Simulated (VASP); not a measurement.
# BeCdS4 (I222) in VASP: notebook

The runs below take BeCdS4 through relaxation of cell and atoms, single point, with PBE.

Program: VASP 6.6.1. These are calculated values, not measurements. Logs are shortened: lines on timing, memory, paths and dates and some standing lists are left out, and cuts for length are marked.

## Step 1: The cell of the first run

The structure is orthorhombic, space group I222 (No. 23). Conventional cell: a = 5.200 Å, b = 5.600 Å, c = 8.200 Å, α = 90.00°, β = 90.00°, γ = 90.00°. Be (site symmetry 222) has 4 S at 2.00 Å and 2 Cd at 2.80 Å within 2.9 Å. Cd (site symmetry 222) has 4 S at 2.36 Å and 2 Be at 2.80 Å within 3.1 Å. S (site symmetry 1) has 1 Be at 2.00 Å and 1 Cd at 2.36 Å within 2.7 Å.

## Step 2: Relaxation of cell and atoms, PBE

INCAR reads:

```
SYSTEM = BeCdS4
ALGO = Normal ; EDIFF = 1E-6
EDIFFG = -0.08 ; ENCUT = 600
GGA = PE ; IBRION = 2
ISIF = 3 ; ISMEAR = 0
LASPH = .TRUE. ; LCHARG = .FALSE.
LREAL = .FALSE. ; LWAVE = .FALSE.
NELM = 60 ; NSW = 36
PREC = Accurate ; SIGMA = 0.2
```

KPOINTS reads:

```
k-points
0
G
  4 4 4
  0 0 0
```

POSCAR reads:

```
BeCdS4
1.0
   -2.6000000000      2.8000000000      4.1000000000
    2.6000000000     -2.8000000000      4.1000000000
    2.6000000000      2.8000000000     -4.1000000000
Be Cd S
1 1 4
Direct
    0.0000000000      0.0000000000      0.0000000000
    0.5000000000      0.0000000000      0.5000000000
    0.6600000000      0.6300000000      0.5700000000
    0.0600000000      0.0900000000      0.4300000000
    0.9400000000      0.3700000000      0.0300000000
    0.3400000000      0.9100000000      0.9700000000
```

Potentials or basis: VASP PAW PBE potentials, release 64 (Be, Cd, S).

The run is started by

```sh
$ cat potpaw_PBE.64/Be/POTCAR potpaw_PBE.64/Cd/POTCAR potpaw_PBE.64/S/POTCAR > POTCAR
$ mpirun -np 1 vasp_std > vasp.out
```

OUTCAR:

```text
SYSTEM = BeCdS4
   EDIFF = 1E-6
   EDIFFG = -0.08
   ENCUT = 600
   GGA = PE
   IBRION = 2
   ISIF = 3
   ISMEAR = 0
   LASPH = .TRUE.
   LREAL = .FALSE.
   NELM = 60
   NSW = 36
   PREC = Accurate

 ion  position               nearest neighbor table
   1  0.000  0.000  0.000-   4 2.00   5 2.00   3 2.00   6 2.00   2 2.80   2 2.80
   2  0.500  0.000  0.500-   3 2.36   5 2.36   4 2.36   6 2.36   1 2.80   1 2.80
   3  0.660  0.630  0.570-   1 2.00   2 2.36
   4  0.060  0.090  0.430-   1 2.00   2 2.36
   5  0.940  0.370  0.030-   1 2.00   2 2.36
   6  0.340  0.910  0.970-   1 2.00   2 2.36

  LATTYP: Found a body centered orthorhombic cell.
 ALAT       =     5.2000000000
 B/A-ratio  =     1.0769230769
 C/A-ratio  =     1.5769230769

  Lattice vectors:

 A1 = (  -2.6000000000,   2.8000000000,   4.1000000000)
 A2 = (   2.6000000000,  -2.8000000000,   4.1000000000)
 A3 = (   2.6000000000,   2.8000000000,  -4.1000000000)

Analysis of symmetry for initial positions (statically):
=====================================================================
 Subroutine PRICEL returns:
 Original cell was already a primitive cell.

 Routine SETGRP: Setting up the symmetry group for a
 body centered orthorhombic supercell.

 Subroutine GETGRP returns: Found  4 space group operations
 (whereof  4 operations were pure point group operations)
 out of a pool of  8 trial point group operations.

The static configuration has the point symmetry D_2 .

Analysis of symmetry for dynamics (positions and initial velocities):
=====================================================================
 Subroutine PRICEL returns:
 Original cell was already a primitive cell.

 Routine SETGRP: Setting up the symmetry group for a
 body centered orthorhombic supercell.

 Subroutine GETGRP returns: Found  4 space group operations
 (whereof  4 operations were pure point group operations)
 out of a pool of  8 trial point group operations.

The dynamic configuration has the point symmetry D_2 .

 Subroutine INISYM returns: Found  4 space group operations
 (whereof  4 operations are pure point group operations),
 and found     1 'primitive' translations

----------------------------------------------------------------------------------------

                                     Primitive cell

  volume of cell :     119.3920

[... 79 lines left out ...]
 SYSTEM =  BeCdS4
   PREC   = accura    normal or accurate (medium, high low for compatibility)
   ISTART =      0    job   : 0-new  1-cont  2-samecut
   ICHARG =      2    charge: 1-file 2-atom 10-const
   ISPIN  =      1    spin polarized calculation?
   LNONCOLLINEAR =      F non collinear calculations
   LSORBIT =      F    spin-orbit coupling
   LASPH  =      T    aspherical Exc in radial PAW
   ENCUT  =  600.0 eV  44.10 Ry    6.64 a.u.  11.19 11.19 11.19*2*pi/ulx,y,z
   NELM   =     60;   NELMIN=  2; NELMDL= -5     # of ELM steps
   EDIFF  = 0.1E-05   stopping-criterion for ELM
   LREAL  =      F    real-space projection
   EDIFFG = -.8E-01   stopping-criterion for IOM
   NSW    =     36    number of steps for IOM
   IBRION =      2    ionic relax: 0-MD 1-quasi-New 2-CG
   NFREE  =      1    steps in history (QN), initial steepest desc. (CG)
   ISIF   =      3    stress and relaxation
   ISYM   =      2    0-nonsym 1-usesym 2-fastsym
   POTIM  = 0.5000    time-step for ionic-motion
   TEBEG  =    0.0;   TEEND  =   0.0 temperature during run
   PSTRESS=    0.0 pullay stress
   NELECT =      38.0000    total number of electrons
   NUPDOWN=      -1.0000    fix difference up-down
   EMIN   =  10.00;   EMAX   =-10.00  energy-range for DOS
   EFERMI =   0.00;   METHOD = LEGACY
   ISMEAR =     0;   SIGMA  =   0.20  broadening in eV -4-tet -1-fermi 0-gaus
   EFERMI_NEDOS =   21; number of points for ismear=-14 and -15
   IALGO  =     38    algorithm
   IMIX   =      4    mixing-type and parameters
     AMIX     =   0.40;   BMIX     =  1.00
     AMIX_MAG =   1.60;   BMIX_MAG =  1.00
  volume/ion in A,a.u.               =      19.90       134.28
  Fermi-wavevector in a.u.,A,eV,Ry     =   1.117749  2.112239 16.998613  1.249363
  Thomas-Fermi vector in A             =   2.254374
   LORBIT       =      0    0 simple, 1 ext, 2 COOP (PROOUT), +10 PAW based schemes
   GGA     = PE    functional components
   LHFCALC =     F    Hartree Fock is set to
   AEXX    =    0.0000 exact exchange contribution
   IVDW    =     0    specifies the selected vdW correction
   LEPSILON=     F    determine dielectric tensor
   LRPA    =     F    only Hartree local field effects (RPA)
 conjugate gradient relaxation of ions
 non-spin polarized calculation
 Gauss-broadening in eV      SIGMA  =   0.20
  energy-cutoff  :      600.00
  volume of cell :      119.39
 maximum number of plane-waves:      4021
 NGX is ok and might be reduce to    48
   NGX = 23   NGY = 23   NGZ = 23

--------------------------------------- Ionic step        1  -------------------------------------------

 number of electron      38.0000004 magnetization

 Free energy of the ion-electron system (eV)
  ---------------------------------------------------
  ext. energy  EPLUGINS =         0.00000000
  ---------------------------------------------------
  free energy    TOTEN  =       -18.85273073 eV

  energy without entropy =      -18.72949818  energy(sigma->0) =      -18.79111446

------------------------ aborting loop because EDIFF is reached ----------------------------------------

  FORCE on cell =-STRESS in cart. coord.  units (eV):
  Direction    XX          YY          ZZ          XY          YZ          ZX
  --------------------------------------------------------------------------------------
  -------------------------------------------------------------------------------------
  Total        3.5064556     10.6542861      5.2385961      0.0000000      0.0000000      0.0000000
  in kB       47.0547745    142.9748696     70.2991824      0.0000000      0.0000000      0.0000000
  external PRESSURE =      86.7762755 kB  Pullay stress =       0.0000000 kB
[... 1054 lines left out ...]
     22       8.4743      0.00000
     23       8.6490      0.00000

[... ionic steps 4 to 31 ...]

--------------------------------------- Ionic step       32  -------------------------------------------

 number of electron      38.0000002 magnetization

------------------------ aborting loop because EDIFF is reached ----------------------------------------
[... 75 lines left out ...]
--------------------------------------- Ionic step       34  -------------------------------------------

 number of electron      38.0000002 magnetization

 Free energy of the ion-electron system (eV)
  ---------------------------------------------------
  ext. energy  EPLUGINS =         0.00000000
  ---------------------------------------------------
  free energy    TOTEN  =       -22.79138731 eV

  energy without entropy =      -22.79138727  energy(sigma->0) =      -22.79138729

 E-fermi :   4.2032     XC(G=0):  -9.4038

 val. band max:        3.5035030574   @ k =   0.0000   0.5000   0.0000
 cond. band min:       4.9039083011   @ k =  -0.2500  -0.2500   0.2500
 fundamental gap:      1.4004052437
 Fermi energy:         4.2032394157
[... 499 lines left out ...]
  FREE ENERGIE OF THE ION-ELECTRON SYSTEM (eV)
  ---------------------------------------------------
  free  energy   TOTEN  =       -22.7913873086 eV

  energy  without entropy=      -22.7913872744  energy(sigma->0) =      -22.79138729

 reached required accuracy - stopping structural energy minimisation
```

Wall time 13 min (1 thread of Intel Xeon 6975P-C (Granite Rapids), shared host); peak memory 0.38 GiB.

What came out:

| Property | Result |
| --- | --- |
| Free energy | -22.7914 eV |
| Relaxed volume | 20.13 Å³/atom |
| Relaxed cell | a = 5.823 Å, b = 5.823 Å, c = 5.823 Å, α = 137.74°, β = 108.90°, γ = 86.33° |
| Space group after relaxing (to 0.1 Å) | I222 (No. 23) |
| Energy gained by relaxing | 656.4 meV/atom |
| Ionic steps | 34 |
| Pressure after relaxing | 0.1 GPa |
| Largest force after relaxing | 0.065 eV/Å |
| Band gap on the k mesh | 1.40 eV (least direct gap 2.18 eV) |

Forces on the atoms (eV/Å):
```
Be   0.000  0.000  0.000
Cd   0.000  0.000  0.000
S    0.054  0.024  0.028
S   -0.054 -0.024  0.028
S   -0.054  0.024 -0.028
S    0.054 -0.024 -0.028
```

Stress tensor (GPa, compression positive):
```
-0.07  0.00  0.00
 0.00  0.14  0.00
 0.00  0.00  0.13
```

The path:
| step | energy change (eV) | largest force (eV/Å) | pressure (GPa) | volume (Å³) |
| --- | --- | --- | --- | --- |
| 1 | 0.0000 | 1.6883 | 8.68 | 119.39 |
| 2 | -0.5159 | 0.4092 | -3.97 | 138.89 |
| 3 | -0.5877 | 0.2586 | -1.41 | 133.12 |
| 4 | -0.7271 | 0.1026 | -1.38 | 131.05 |
| 5 | -1.1058 | 0.7311 | -0.84 | 124.29 |
| 6 | -0.7578 | 1.8381 | 4.74 | 108.52 |
| 7 | -1.1870 | 1.2501 | 0.36 | 119.26 |
| 8 | -1.2641 | 1.2929 | 0.14 | 118.34 |
| 9 | -1.4104 | 1.3807 | -0.08 | 115.30 |
| 10 | -1.4190 | 1.3891 | 0.06 | 113.77 |
| 11 | -1.5880 | 1.3166 | -0.15 | 113.17 |
| 12 | -1.9411 | 1.1478 | -0.30 | 111.28 |
| 13 | -1.6503 | 1.6387 | 2.58 | 107.15 |
| 14 | -1.9993 | 1.1723 | 0.10 | 110.12 |
| 15 | -2.2948 | 1.0609 | 0.57 | 109.64 |
| 16 | -2.6685 | 1.6052 | 3.48 | 108.31 |
| 17 | -3.0126 | 1.6713 | 1.67 | 110.95 |
| 18 | -3.6846 | 0.7765 | -0.83 | 118.95 |
| 19 | -3.7733 | 0.5883 | -0.06 | 117.50 |
| 20 | -3.8514 | 0.5105 | 2.24 | 114.04 |
| 21 | -3.8872 | 0.1585 | 0.44 | 115.94 |
| 22 | -3.8872 | 0.1587 | 0.44 | 115.94 |
| 23 | -3.8947 | 0.0844 | 0.11 | 116.48 |
| 24 | -3.8993 | 0.0814 | -0.40 | 117.40 |
| 25 | -3.9045 | 0.0710 | 0.06 | 117.06 |
| 26 | -3.9062 | 0.1216 | 0.52 | 116.71 |
| 27 | -3.9106 | 0.1201 | 0.47 | 117.01 |
| 28 | -3.9208 | 0.1420 | 0.27 | 117.89 |
| 29 | -3.9244 | 0.2790 | -0.10 | 119.52 |
| 30 | -3.9260 | 0.2133 | 0.05 | 118.88 |
| 31 | -3.9323 | 0.1373 | 0.06 | 119.43 |
| 32 | -3.9367 | 0.1187 | 0.11 | 120.67 |
| 33 | -3.9370 | 0.0919 | 0.09 | 120.42 |
| 34 | -3.9387 | 0.0652 | 0.07 | 120.76 |

Final structure:
```
Be Cd S
1.0
    -2.09925    3.38582    4.24739
     2.09925   -3.38582    4.24739
     2.09925    3.38582   -4.24739
Be Cd S
1 1 4
Direct
  0.00000 0.00000 0.00000
  0.50000 0.00000 0.50000
  0.68899 0.55503 0.44461
  0.11042 0.24438 0.55539
  0.88958 0.44497 0.13396
  0.31101 0.75562 0.86604
```

Caveat: the relaxation stopped at a loose force limit of 0.08 eV/Å, so its end isn't a converged minimum. A k mesh can miss the band edges.

## Step 3: Single point, PBE

This run uses another cell than the first one, of 20.25 Å³/atom.

INCAR reads:

```
ALGO = Normal
EDIFF = 1E-7
ENCUT = 520
GGA = PE
ISIF = 2
ISMEAR = 0
LASPH = True
LCHARG = False
LREAL = False
LWAVE = False
NBANDS = 28
NELM = 80
PREC = Accurate
SIGMA = 0.02
```

KPOINTS reads:

```
k-points
0
Gamma
  8 8 8
```

POSCAR reads:

```
BeCdS4
1.0
   -2.0931210713      3.3920658038      4.2785088836
    2.0931210713     -3.3920658038      4.2785088836
    2.0931210713      3.3920658038     -4.2785088836
Be Cd S
1 1 4
Direct
    0.0000000000      0.0000000000      0.0000000000
    0.5000000000      0.0000000000      0.5000000000
    0.6897663768      0.5575167674      0.4467442853
    0.1107724822      0.2430220915      0.5532557147
    0.8892275178      0.4424832326      0.1322496094
    0.3102336232      0.7569779085      0.8677503906
```

Potentials or basis: VASP PAW PBE potentials, release 64 (Be, Cd, S).

The run is started by

```sh
$ cat potpaw_PBE.64/Be/POTCAR potpaw_PBE.64/Cd/POTCAR potpaw_PBE.64/S/POTCAR > POTCAR
$ mpirun -np 1 vasp_std > vasp.out
```

It took 4.1 min on 1 thread of AMD EPYC 9R45 (Zen 5), shared host; peak memory 0.47 GiB.

It converged, with:

```
Free energy            : -22.7998 eV
Pressure               : 0.0 GPa
Largest force          : 0.099 eV/Å
Band gap on the k mesh : 1.33 eV (least direct gap 2.04 eV)
```

Forces on the atoms (eV/Å):
```
Be   0.000  0.000  0.000
Cd   0.000  0.000  0.000
S   -0.078  0.024  0.057
S    0.078 -0.024  0.057
S    0.078  0.024 -0.057
S   -0.078 -0.024 -0.057
```

Stress tensor (GPa, compression positive):
```
-0.04  0.00  0.00
 0.00  0.20  0.00
 0.00  0.00 -0.20
```

Levels at points of the mesh, in eV from the valence-band top:
| k point | band 16 | band 17 | band 18 | band 19 | band 20 | band 21 | band 22 | band 23 |
| --- | --- | --- | --- | --- | --- | --- | --- | --- |
| (0.00, 0.00, 0.00) | -2.32 | -2.28 | -1.87 | -0.93 | 1.86 | 2.12 | 2.61 | 3.77 |
| (0.50, 0.00, 0.00) | -2.47 | -2.11 | -1.46 | -0.43 | 1.86 | 2.21 | 3.79 | 4.53 |
| (0.00, 0.50, 0.00) | -1.91 | -1.44 | -0.56 | 0.00 | 2.21 | 2.71 | 3.79 | 4.07 |
| (0.50, 0.50, 0.00) | -2.21 | -1.73 | -0.87 | -0.63 | 2.17 | 2.70 | 2.73 | 3.99 |
| (0.50, 0.50, 0.50) | -2.39 | -1.90 | -1.30 | -0.93 | 1.42 | 2.39 | 2.57 | 4.93 |

A k mesh can miss the band edges.
